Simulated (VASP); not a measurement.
# Si12O23 (a cell with a defect): single point with PBE+D3(BJ)

System: Si12O23 (a cell with a defect).

```xyz
35
Lattice="-2.4986 4.3277 5.4571 4.9972 0.0000 5.4571 4.9972 8.6554 0.0000" Properties=species:S:1:pos:R:3 pbc="T T T"
Si   -0.0354    4.3189    5.4337
Si    1.4420    2.3089    1.7888
Si    3.8501   10.7749    3.5351
Si    2.4273    8.7206    5.4201
Si    3.8156    6.7922    1.7783
Si    1.2578    6.4664    3.6246
Si    4.8548    4.2505    5.4270
Si    3.5545    6.5138    7.3198
Si    4.1685    1.9414    3.3411
Si    7.1392    8.8908    5.4298
Si    6.2116   10.8565    7.4404
Si    6.1898    6.5264    3.8312
O    -0.9630    5.4446    6.1382
O     0.3020    1.8640    2.8583
O     5.9461    3.6871    6.5187
O     2.8807    2.5914    2.4513
O    -1.0003    3.3176    4.6138
O     1.5895    9.8312    6.2455
O     2.6556    6.2775    2.8317
O     5.6643    5.0350    4.2488
O     8.3812    8.1096    6.4518
O     5.1940    7.0564    2.6333
O     1.3688    7.7200    4.6714
O     3.8297    5.2439    6.2458
O     1.7086    4.7418    9.0804
O     1.0248    5.0732    4.4469
O     3.4017    7.8598    6.3718
O     4.9783    6.7179    8.1334
O     4.1576    3.0084    4.6619
O     6.0999    9.4209    6.7303
O     5.2037   10.7384    8.7107
O     3.3727    9.4228    4.3004
O     0.8000    3.4649    6.5015
O     7.7711   11.1303    7.8523
O     6.2049    7.4160    5.1606
```

```json
{
 "Program": "VASP 6.6.1",
 "Task": "single point",
 "Functional": "PBE",
 "Dispersion": "D3(BJ)",
 "Potentials or basis": "VASP PAW PBE potentials, release 64 (Si, O)",
 "Cutoff": "520 eV",
 "k mesh": "2 × 2 × 2",
 "Occupations": "gaussian, width 0.02 eV",
 "Spin": "no spin polarisation"
}
```

```
Largest force              : 0.302 eV/Å
Dispersion energy per atom : -0.136 eV
```

Forces in eV/Å, atoms in the order of the input:
```
Si   0.009 -0.020  0.004
Si  -0.023 -0.012 -0.008
Si   0.021 -0.036  0.014
Si  -0.026  0.007 -0.009
Si   0.001 -0.031 -0.010
Si   0.006 -0.009 -0.018
Si  -0.016  0.000  0.014
Si  -0.007 -0.013  0.028
Si   0.015  0.172 -0.084
Si  -0.024  0.103  0.027
Si   0.006  0.077  0.073
Si  -0.015 -0.013 -0.032
O    0.023  0.001  0.002
O    0.005 -0.010 -0.010
O   -0.029 -0.017  0.004
O    0.038 -0.007  0.009
O    0.042 -0.026  0.001
O   -0.008  0.018  0.001
O    0.020  0.011 -0.005
O    0.001  0.016  0.030
O   -0.065  0.054 -0.041
O    0.001 -0.022 -0.016
O   -0.004 -0.001 -0.018
O   -0.012 -0.010 -0.006
O    0.219 -0.184 -0.097
O   -0.002 -0.001  0.009
O   -0.064 -0.038  0.031
O   -0.011 -0.041 -0.016
O    0.027 -0.051 -0.069
O   -0.071 -0.082  0.123
O   -0.009  0.087  0.059
O    0.005 -0.001  0.018
O    0.008 -0.027  0.009
O   -0.002 -0.024  0.003
O   -0.056  0.129 -0.022
```

Levels at points of the mesh, in eV from the Fermi level:
```csv
k point,band 90,band 91,band 92,band 93,band 94,band 95,band 96,band 97,band 98,band 99
"(0.00, 0.00, 0.00)",-3.82,-3.41,-2.60,-2.53,-0.27,2.02,2.69,3.10,3.47,3.80
"(0.50, 0.00, 0.00)",-3.78,-3.44,-2.55,-2.44,-0.19,2.19,2.73,2.89,3.46,3.74
"(0.00, 0.50, 0.00)",-3.75,-3.37,-2.57,-2.53,-0.21,2.19,2.76,3.21,3.56,3.77
"(0.50, 0.50, 0.00)",-3.71,-3.43,-2.57,-2.44,-0.18,2.20,2.82,3.12,3.49,3.64
"(0.00, 0.00, 0.50)",-3.84,-3.40,-2.56,-2.48,-0.28,2.37,2.69,2.71,3.10,3.74
"(0.50, 0.00, 0.50)",-3.80,-3.40,-2.56,-2.47,-0.16,2.17,2.67,3.13,3.35,3.64
"(0.00, 0.50, 0.50)",-3.71,-3.40,-2.57,-2.47,-0.22,2.40,2.77,2.90,3.66,3.76
"(0.50, 0.50, 0.50)",-3.72,-3.42,-2.59,-2.45,-0.17,2.15,2.86,3.13,3.41,3.96
```

Wall time 8.3 min on 1 thread of Intel(R) Xeon(R) 6975P-C (Granite Rapids), with other jobs on the host, peak memory 0.65 GiB.

Caveat: the k points lie up to 0.46 Å⁻¹ apart; the cell carries a net charge on a neutralising background, which shifts energy and pressure; the cell is charged against a uniform background, so pressure and absolute levels hang on convention.
